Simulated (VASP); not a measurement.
# SiO2 (I-42d) in VASP: notebook

SiO2 is run at these levels: PBE; tasks: single point.

Program: VASP 6.6.1. These are calculated values, not measurements. Logs are shortened: lines on timing, memory, paths and dates and some standing lists are left out, and cuts for length are marked.

## Step 1: The cell of the first run

Symmetry: I-42d, No. 122, tetragonal system. Conventional cell: a = 4.653 Å, b = 4.653 Å, c = 7.488 Å, α = 90.00°, β = 90.00°, γ = 90.00°. Within 2.1 Å of Si (site symmetry -4) lie 4 O at 1.60 Å. Within 2.1 Å of O (site symmetry 2) lie 2 Si at 1.60 Å.

## Step 2: Single point, PBE (equal xx and yy strain of -2 %)

Contents of INCAR:

```
SYSTEM = SiO2
PREC = Accurate
ENCUT = 520
EDIFF = 1E-6
ISMEAR = -1
SIGMA = 0.03
LREAL = .False.
LASPH = .True.
NELM = 60
ALGO = Normal
ISIF = 2
LWAVE = .False.
LCHARG = .True.
GGA = PE
LELF = .True.
LVHAR = .True.
NBANDS = 25
```

Contents of KPOINTS:

```
Automatic mesh
0
Gamma
  7 7 7
  0 0 0
```

Contents of POSCAR:

```
SiO2
1.0
   -2.3265690000      2.3265690000      3.7440000000
    2.3265690000     -2.3265690000      3.7440000000
    2.3265690000      2.3265690000     -3.7440000000
Si O
2 4
Direct
    0.0000000000      0.0000000000      0.0000000000
    0.7500000000      0.2500000000      0.5000000000
    0.9983800000      0.6250000000      0.8733800000
    0.3750000000      0.2483800000      0.3733800000
    0.7516200000      0.1250000000      0.1266200000
    0.8750000000      0.0016200000      0.6266200000
```

Potentials or basis: VASP PAW PBE potentials, release 64 (Si, O).

Run with:

```sh
$ cat potpaw_PBE.64/Si/POTCAR potpaw_PBE.64/O/POTCAR > POTCAR
$ mpirun -np 1 vasp_std > vasp.out
```

OUTCAR:

```text
SYSTEM = SiO2
   PREC = Accurate
   ENCUT = 520
   EDIFF = 1E-6
   ISMEAR = -1
   LREAL = .False.
   LASPH = .True.
   NELM = 60
   ISIF = 2
   GGA = PE

 ion  position               nearest neighbor table
   1  0.000  0.000  0.000-   5 1.60   4 1.60   3 1.60   6 1.60   2 2.99   2 2.99   2 2.99   2 2.99

   2  0.750  0.250  0.500-   6 1.60   4 1.60   5 1.60   3 1.60   1 2.99   1 2.99   1 2.99   1 2.99

   3  0.998  0.625  0.873-   1 1.60   2 1.60
   4  0.375  0.248  0.373-   1 1.60   2 1.60
   5  0.752  0.125  0.127-   1 1.60   2 1.60
   6  0.875  0.002  0.627-   2 1.60   1 1.60

  LATTYP: Found a body centered tetragonal cell.
 ALAT       =     4.6531380000
 C/A-ratio  =     1.6092366055

  Lattice vectors:

 A1 = (  -2.3265690000,   2.3265690000,   3.7440000000)
 A2 = (   2.3265690000,  -2.3265690000,   3.7440000000)
 A3 = (   2.3265690000,   2.3265690000,  -3.7440000000)

Analysis of symmetry for initial positions (statically):
=====================================================================
 Subroutine PRICEL returns:
 Original cell was already a primitive cell.

 Routine SETGRP: Setting up the symmetry group for a
 body centered tetragonal supercell.

 Subroutine GETGRP returns: Found  8 space group operations
 (whereof  4 operations were pure point group operations)
 out of a pool of 16 trial point group operations.

The static configuration has the point symmetry S_4 .
 The point group associated with its full space group is D_2d.

Analysis of symmetry for dynamics (positions and initial velocities):
=====================================================================
 Subroutine PRICEL returns:
 Original cell was already a primitive cell.

 Routine SETGRP: Setting up the symmetry group for a
 body centered tetragonal supercell.

 Subroutine GETGRP returns: Found  8 space group operations
 (whereof  4 operations were pure point group operations)
 out of a pool of 16 trial point group operations.

The dynamic configuration has the point symmetry S_4 .
 The point group associated with its full space group is D_2d.

 Subroutine INISYM returns: Found  8 space group operations
 (whereof  4 operations are pure point group operations),
 and found     1 'primitive' translations

----------------------------------------------------------------------------------------

                                     Primitive cell

  volume of cell :      81.0639

  direct lattice vectors                    reciprocal lattice vectors
    -2.326569000  2.326569000  3.744000000     0.000000000  0.214908735  0.133547009
     2.326569000 -2.326569000  3.744000000     0.214908735  0.000000000  0.133547009
     2.326569000  2.326569000 -3.744000000     0.214908735  0.214908735  0.000000000

  length of vectors
     4.984313656  4.984313656  4.984313656     0.253022860  0.253022860  0.303926847

  position of ions in fractional coordinates (direct lattice)
     0.000000000  0.000000000  0.000000000
     0.750000000  0.250000000  0.500000000
     0.998380000  0.625000000  0.873380000
     0.375000000  0.248380000  0.373380000
     0.751620000  0.125000000  0.126620000
     0.875000000  0.001620000  0.626620000

  ion indices of the primitive-cell ions
   primitive index   ion index
                 1           1
                 2           2
                 3           3
                 4           4
                 5           5
                 6           6

----------------------------------------------------------------------------------------

 KPOINTS: Automatic mesh

Automatic generation of k-mesh.
 Grid dimensions read from file:
 generate k-points for:    7    7    7

 Generating k-lattice:

  Cartesian coordinates                     Fractional coordinates (reciprocal lattice)
     0.000000000  0.030701248  0.019078144     0.142857143  0.000000000  0.000000000
     0.030701248  0.000000000  0.019078144     0.000000000  0.142857143  0.000000000
     0.030701248  0.030701248  0.000000000     0.000000000  0.000000000  0.142857143

  Length of vectors
     0.036146123  0.036146123  0.043418121

  Shift w.r.t. Gamma in fractional coordinates (k-lattice)
     0.000000000  0.000000000  0.000000000

 Subroutine IBZKPT returns following result:
 ===========================================

 Found     40 irreducible k-points:

 Following reciprocal coordinates:
            Coordinates               Weight
  0.000000  0.000000  0.000000      1.000000
  0.142857  0.000000 -0.000000      8.000000
  0.285714 -0.000000  0.000000      8.000000
  0.428571  0.000000  0.000000      8.000000
  0.142857  0.142857 -0.000000      8.000000
  0.285714  0.142857  0.000000     16.000000
[... 16 lines left out ...]
 -0.142857  0.285714  0.142857      8.000000
 -0.428571  0.428571  0.142857      8.000000
 [... further k-points ...]
   k-points           NKPTS =     40   k-points in BZ     NKDIM =     40   number of bands    NBANDS=     25
   number of dos      NEDOS =    301   number of ions     NIONS =      6
   total plane-waves  NPLWV =  64000
   dimension x,y,z NGX =    40 NGY =   40 NGZ =   40
   dimension x,y,z NGXF=    80 NGYF=   80 NGZF=   80
   ions per type =               2   4
   NGX,Y,Z   is equivalent  to a cutoff of  13.34, 13.34, 13.34 a.u.
   NGXF,Y,Z  is equivalent  to a cutoff of  26.68, 26.68, 26.68 a.u.
 SYSTEM =  SiO2
   PREC   = accura    normal or accurate (medium, high low for compatibility)
   ISTART =      0    job   : 0-new  1-cont  2-samecut
   ICHARG =      2    charge: 1-file 2-atom 10-const
   ISPIN  =      1    spin polarized calculation?
   LNONCOLLINEAR =      F non collinear calculations
   LSORBIT =      F    spin-orbit coupling
   LASPH  =      T    aspherical Exc in radial PAW
   ENCUT  =  520.0 eV  38.22 Ry    6.18 a.u.   9.27  9.27  9.27*2*pi/ulx,y,z
   NELM   =     60;   NELMIN=  2; NELMDL= -5     # of ELM steps
   EDIFF  = 0.1E-05   stopping-criterion for ELM
   LREAL  =      F    real-space projection
   EDIFFG = 0.1E-04   stopping-criterion for IOM
   NSW    =      0    number of steps for IOM
   IBRION =     -1    ionic relax: 0-MD 1-quasi-New 2-CG
   NFREE  =      0    steps in history (QN), initial steepest desc. (CG)
   ISIF   =      2    stress and relaxation
   ISYM   =      2    0-nonsym 1-usesym 2-fastsym
   POTIM  = 0.5000    time-step for ionic-motion
   TEBEG  =    0.0;   TEEND  =   0.0 temperature during run
   PSTRESS=    0.0 pullay stress
   NELECT =      32.0000    total number of electrons
   NUPDOWN=      -1.0000    fix difference up-down
   EMIN   =  10.00;   EMAX   =-10.00  energy-range for DOS
   EFERMI =   0.00;   METHOD = LEGACY
   ISMEAR =    -1;   SIGMA  =   0.03  broadening in eV -4-tet -1-fermi 0-gaus
   EFERMI_NEDOS =   21; number of points for ismear=-14 and -15
   IALGO  =     38    algorithm
   IMIX   =      4    mixing-type and parameters
     AMIX     =   0.40;   BMIX     =  1.00
     AMIX_MAG =   1.60;   BMIX_MAG =  1.00
  volume/ion in A,a.u.               =      13.51        91.17
  Fermi-wavevector in a.u.,A,eV,Ry     =   1.200924  2.269418 19.622579  1.442219
  Thomas-Fermi vector in A             =   2.336747
   LORBIT       =      0    0 simple, 1 ext, 2 COOP (PROOUT), +10 PAW based schemes
   GGA     = PE    functional components
   LHFCALC =     F    Hartree Fock is set to
   AEXX    =    0.0000 exact exchange contribution
   IVDW    =     0    specifies the selected vdW correction
   LEPSILON=     F    determine dielectric tensor
   LRPA    =     F    only Hartree local field effects (RPA)
 non-spin polarized calculation
  energy-cutoff  :      520.00
  volume of cell :       81.06
 maximum number of plane-waves:      2221
 NGX is ok and might be reduce to    40
   NGX = 19   NGY = 19   NGZ = 19

 number of electron      31.9999995 magnetization

 Free energy of the ion-electron system (eV)
  ---------------------------------------------------
  ext. energy  EPLUGINS =         0.00000000
  ---------------------------------------------------
  free energy    TOTEN  =       -47.21738539 eV

  energy without entropy =      -47.21738539  energy(sigma->0) =      -47.21738539

 E-fermi :   0.8262     XC(G=0):  -8.7129

 val. band max:        0.1738525628   @ k =   0.0000   0.0000   0.0000
 cond. band min:       6.4462938876   @ k =   0.0000   0.0000   0.0000
 fundamental gap:      6.2724413248
 Fermi energy:         0.8262260096

 k-point     1 :       0.0000    0.0000    0.0000
  band No.  band energies     occupation
      1     -19.1565      2.00000
      2     -16.9695      2.00000
      3     -16.8860      2.00000
      4     -16.8860      2.00000
      5      -8.7414      2.00000
      6      -5.1917      2.00000
[... 17 lines left out ...]
     24      14.2846      0.00000
     25      14.5700      0.00000

 k-point     2 :       0.1429    0.0000   -0.0000
  band No.  band energies     occupation
      1     -19.0888      2.00000
      2     -17.0412      2.00000
      3     -16.9344      2.00000
      4     -16.8880      2.00000
      5      -8.5903      2.00000
      6      -5.2561      2.00000
[... 17 lines left out ...]
     24      14.0283      0.00000
     25      14.4814      0.00000

 k-point     3 :       0.2857   -0.0000    0.0000
  band No.  band energies     occupation
      1     -18.9070      2.00000
      2     -17.3065      2.00000
      3     -16.9631      2.00000
      4     -16.8953      2.00000
      5      -8.2168      2.00000
      6      -5.4462      2.00000
[... 17 lines left out ...]
     24      13.6831      0.00000
     25      14.5902      0.00000

 k-point     4 :       0.4286    0.0000    0.0000
  band No.  band energies     occupation
      1     -18.7053      2.00000
      2     -17.5801      2.00000
      3     -16.9763      2.00000
      4     -16.9030      2.00000
      5      -7.8612      2.00000
      6      -5.6439      2.00000
[... 17 lines left out ...]
     24      13.5745      0.00000
     25      14.5284      0.00000

 k-point     5 :       0.1429    0.1429   -0.0000
  band No.  band energies     occupation
      1     -18.9831      2.00000
      2     -17.2029      2.00000
      3     -16.9318      2.00000
      4     -16.9103      2.00000
      5      -8.3545      2.00000
      6      -5.4058      2.00000
[... 17 lines left out ...]
     24      13.8520      0.00000
     25      14.6211      0.00000

 k-point     6 :       0.2857    0.1429    0.0000
  band No.  band energies     occupation
      1     -18.7792      2.00000
      2     -17.4767      2.00000
      3     -16.9590      2.00000
      4     -16.9227      2.00000
      5      -7.9570      2.00000
      6      -5.6541      2.00000
[... 17 lines left out ...]
     24      13.8726      0.00000
     25      14.6207      0.00000
[... 393 lines left out ...]
 k-point    21 :       0.4286    0.2857    0.1429
  band No.  band energies     occupation
      1     -18.3556      2.00000
      2     -17.9151      2.00000
      3     -16.9974      2.00000
      4     -16.9869      2.00000
      5      -7.2430      2.00000
      6      -6.5157      2.00000
[... 17 lines left out ...]
     24      12.7271      0.00000
     25      13.9241      0.00000

 k-point    22 :      -0.2857    0.2857    0.1429
  band No.  band energies     occupation
      1     -18.7311      2.00000
      2     -17.5081      2.00000
      3     -17.0009      2.00000
      4     -16.9158      2.00000
      5      -7.8869      2.00000
      6      -5.8338      2.00000
[... 17 lines left out ...]
     24      12.9906      0.00000
     25      14.4632      0.00000

 k-point    23 :      -0.1429    0.2857    0.1429
  band No.  band energies     occupation
      1     -18.7717      2.00000
      2     -17.4762      2.00000
      3     -16.9959      2.00000
      4     -16.8944      2.00000
      5      -7.9643      2.00000
      6      -5.6519      2.00000
[... 17 lines left out ...]
     24      13.0443      0.00000
     25      14.7962      0.00000

 k-point    24 :      -0.4286    0.4286    0.1429
  band No.  band energies     occupation
      1     -18.3638      2.00000
      2     -17.9317      2.00000
      3     -16.9957      2.00000
      4     -16.9636      2.00000
      5      -7.2097      2.00000
      6      -6.4750      2.00000
[... 17 lines left out ...]
     24      13.5522      0.00000
     25      13.8243      0.00000

 [... further k-points ...]

------------------------ aborting loop because EDIFF is reached ----------------------------------------

  FORCE on cell =-STRESS in cart. coord.  units (eV):
  Direction    XX          YY          ZZ          XY          YZ          ZX
  --------------------------------------------------------------------------------------
  -------------------------------------------------------------------------------------
  Total        6.1386675      6.1386675      4.8076127      0.0000000      0.0000000      0.0000000
  in kB      121.3268679    121.3268679     95.0194156      0.0000000      0.0000000      0.0000000
  external PRESSURE =     112.5577171 kB  Pullay stress =       0.0000000 kB

 VOLUME and BASIS-vectors are now :
 -----------------------------------------------------------------------------
  energy-cutoff  :      520.00
  volume of cell :       81.06
      direct lattice vectors                 reciprocal lattice vectors
    -2.326569000  2.326569000  3.744000000     0.000000000  0.214908735  0.133547009
     2.326569000 -2.326569000  3.744000000     0.214908735  0.000000000  0.133547009
     2.326569000  2.326569000 -3.744000000     0.214908735  0.214908735  0.000000000

 POSITION                                       TOTAL-FORCE (eV/Angst)
 -----------------------------------------------------------------------------------
      0.00000      0.00000      0.00000         0.000000     -0.000000      0.000000
      0.00000      2.32657      1.87200         0.000000     -0.000000     -0.000000
      1.16328      2.90067      2.80800         0.000000      0.711481     -0.000000
      0.57410      1.16328      0.93600         0.711481     -0.000000     -0.000000
     -1.16328      1.75246      2.80800         0.000000     -0.711481      0.000000
     -0.57410      3.48985      0.93600        -0.711481     -0.000000      0.000000
 -----------------------------------------------------------------------------------
    total drift:                                0.000000      0.000000      0.000000

  FREE ENERGIE OF THE ION-ELECTRON SYSTEM (eV)
  ---------------------------------------------------
  free  energy   TOTEN  =       -47.2173853896 eV

  energy  without entropy=      -47.2173853895  energy(sigma->0) =      -47.21738539
```

Run time: 52 s. Hardware: 1 thread of Intel Xeon Platinum 8488C (Sapphire Rapids), shared host; peak memory 0.25 GiB.

What came out:

| Item | Value |
| --- | --- |
| Free energy | -47.2174 eV |
| Pressure | 11.3 GPa |
| Largest force | 0.711 eV/Å |
| Band gap on the k mesh | 6.27 eV |

Forces on the atoms (eV/Å):
```
Si   0.000  0.000  0.000
Si   0.000  0.000  0.000
O    0.000  0.711  0.000
O    0.711  0.000  0.000
O    0.000 -0.711  0.000
O   -0.711  0.000  0.000
```

Levels at points of the mesh, in eV from the valence-band top:
```csv
k point,band 13,band 14,band 15,band 16,band 17,band 18,band 19,band 20
"(0.00, 0.00, 0.00)",-1.41,-1.05,0.00,0.00,6.27,8.82,11.53,11.53
```

Caveat: the cell differs from its parent crystal (equal xx and yy strain of -2 %); the cell stands under pressure; an odd mesh through Γ misses points on the zone boundary, where band edges can lie.

(Continued in part 2 of 2.)
